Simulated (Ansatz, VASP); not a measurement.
Two plane-wave programs on Rh

```
Rh
1.0
     0.00000    1.91497    1.91497
     2.01071    0.00000    1.91497
     2.01071    1.91497    0.00000
Rh
1
Direct
  0.00000 0.00000 0.00000
```

Change from the starting cell: strain +0.0500 x Voigt [1, 0, 0, 0, 0, 0], atoms carried along.

Alike in both runs: task single point; functional PBE; k mesh 26 × 26 × 26; occupations gaussian, width 0.15 eV; no spin polarisation.

|  | VASP | Ansatz |
| --- | --- | --- |
| version | VASP 6.6.1 | Ansatz 0.2.0 |
| potentials or method | VASP PAW PBE potentials, release 64 (Rh_pv), cutoff 520 eV | scalar-relativistic, plane waves, PAW |
| valence electrons in the cell | 15 | 17 |

```tsv
	VASP	Ansatz	Ansatz less VASP
gap on the k mesh at the Fermi level (eV)	none	none	-
pressure (GPa)	-10.6	-10.6	+0.03
traceless stress, the component that is largest in VASP (GPa)	-6.63	-6.65	-0.020
```

A gap of «none» marks a metal or a gap that the smearing closes. The functional is the same, so the differences come from potentials, cutoffs and numerics. VASP's potentials hold 15 valence electrons a cell and Ansatz's 17, so a difference there can come from the potentials and not from the codes.
